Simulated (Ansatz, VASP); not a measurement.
**One calculation of AgCl, two programs**

Contents of POSCAR:

```
AgCl
1.0
    3.3955880235      0.0000000000      0.0000000000
    0.0000000000      3.3955880235      0.0000000000
    0.0000000000      0.0000000000      3.3955880235
Ag Cl
1 1
Direct
    0.0000000000      0.0000000000      0.0000000000
    0.5000000000      0.5000000000      0.5000000000
```

File INCAR.step1:

```
  PREC = Accurate
  ENCUT = 520
  EDIFF = 1E-5
  ISMEAR = 0
  SIGMA = 0.01
  LREAL = False
  LASPH = True
  NELM = 80
  ALGO = Normal
  ISIF = 2
  LWAVE = True
  GGA = PE
  NBANDS = 16
```

INCAR.step2

```
  PREC = Accurate
  ENCUT = 520
  EDIFF = 1E-6
  ISMEAR = 0
  SIGMA = 0.01
  LREAL = False
  LASPH = True
  NELM = 80
  ALGO = Normal
  ISIF = 2
  LWAVE = False
  LCHARG = True
  GGA = PE
  LHFCALC = True
  HFSCREEN = 0.2079
  PRECFOCK = Normal
  LELF = True
  LVHAR = True
  ISTART = 1
  NBANDS = 16
```

Contents of KPOINTS:

```
regular mesh
0
Gamma
  6 6 6
```

Input for Ansatz:

```yaml
crystal:
  lattice:
    - [3.3955880235, 0.0, 0.0]
    - [0.0, 3.3955880235, 0.0]
    - [0.0, 0.0, 3.3955880235]
  atoms:
    - { symbol: Ag, position: [0.0, 0.0, 0.0] }
    - { symbol: Cl, position: [0.5, 0.5, 0.5] }
kpoints:
  mp_grid: { grid: [6, 6, 6] }
  band_path:
    path:
      - [0.0, 0.0, 0.0]
      - [0.0, 0.5, 0.0]
      - [0.5, 0.5, 0.0]
      - [0.5, 0.5, 0.5]
      - [0.0, 0.0, 0.5]
    npoints: 1
hamiltonian:
  xc: hse06
scf:
  occupations: { method: fixed }
  n_extra_bands: 4
output:
  forces: true
  stress: true
  eigenvalues: true
  write_density: true
  write_potential: true
  elf: true
  volumetric_format: npy
```

Alike in both runs: task single point; functional HSE06; k mesh 6 × 6 × 6; no spin polarisation.

|  | VASP | Ansatz |
| --- | --- | --- |
| version | VASP 6.6.1 | Ansatz 0.2.0 |
| potentials or method | VASP PAW PBE potentials, release 64 (Ag, Cl) | plane waves, PAW |
| plane-wave cutoff (eV) | 520 | 420 |
| occupations | gaussian, width 0.01 eV | fixed |
| valence electrons in the cell | 18 | 26 |

Ansatz gave:

```
gap on the k mesh at the Fermi level (eV) : 2.01
pressure (GPa)                            : 1.3
```

Question: Estimate VASP's values.

Answer: gap on the k mesh at the Fermi level (eV): 2.00; pressure (GPa): 1.1.

VASP's potentials hold 18 valence electrons a cell and Ansatz's 26, so a difference there can come from the potentials and not from the codes. Ansatz's warnings: stress exchange threshold loose, stress scf threshold loose.
